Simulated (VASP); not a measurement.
Set up this calculation in VASP 6.6.1, as the native input.

```yaml
Task: single point
Functional: PBE
Potentials_or_basis: VASP PAW PBE potentials, release 64 (Cu, I)
Cutoff: 520 eV
k_mesh: 8 × 8 × 8
Occupations: gaussian, width 0.02 eV
Spin: no spin polarisation
Dipole_correction: no
Further_INCAR_settings: ALGO = Normal; EDIFF = 1e-06; NBANDS = 16
```

The structure of CuI (Marshite) lies in POSCAR:

```
CuI
1.0
    0.0000000000      3.0083043053      3.0083043053
    3.0083043053      0.0000000000      3.0083043053
    3.0083043053      3.0083043053      0.0000000000
Cu I
1 1
Direct
    0.2500000000      0.2500000000      0.2500000000
    0.0000000000      0.0000000000      0.0000000000
```

This cell differs from its parent crystal: volume scaled by 0.97.

The input as run:

INCAR

```
  PREC = Accurate
  ENCUT = 520
  EDIFF = 1E-6
  ISMEAR = 0
  SIGMA = 0.02
  LREAL = F
  LASPH = T
  NELM = 80
  ALGO = Normal
  ISIF = 2
  LWAVE = F
  LCHARG = F
  GGA = PE
  NBANDS = 16
```

KPOINTS

```
Automatic mesh
0
Gamma
  8 8 8
```

Potentials or basis: VASP PAW PBE potentials, release 64 (Cu, I).

The run is started by

```console
$ cat potpaw_PBE.64/Cu/POTCAR potpaw_PBE.64/I/POTCAR > POTCAR
$ mpirun -np 1 vasp_std > vasp.out
```

It gave:

```json
{
 "Pressure": "1.3 GPa",
 "Band gap on the k mesh": "1.21 eV, direct"
}
```

Caveat: spin-orbit coupling is left out, which moves the levels of the heavy elements.

It took 20 s on 1 thread of Intel(R) Xeon(R) Platinum 8259CL CPU @ 2.50GHz (Skylake/Cascade Lake), with other jobs on the host, peak memory 0.18 GiB.
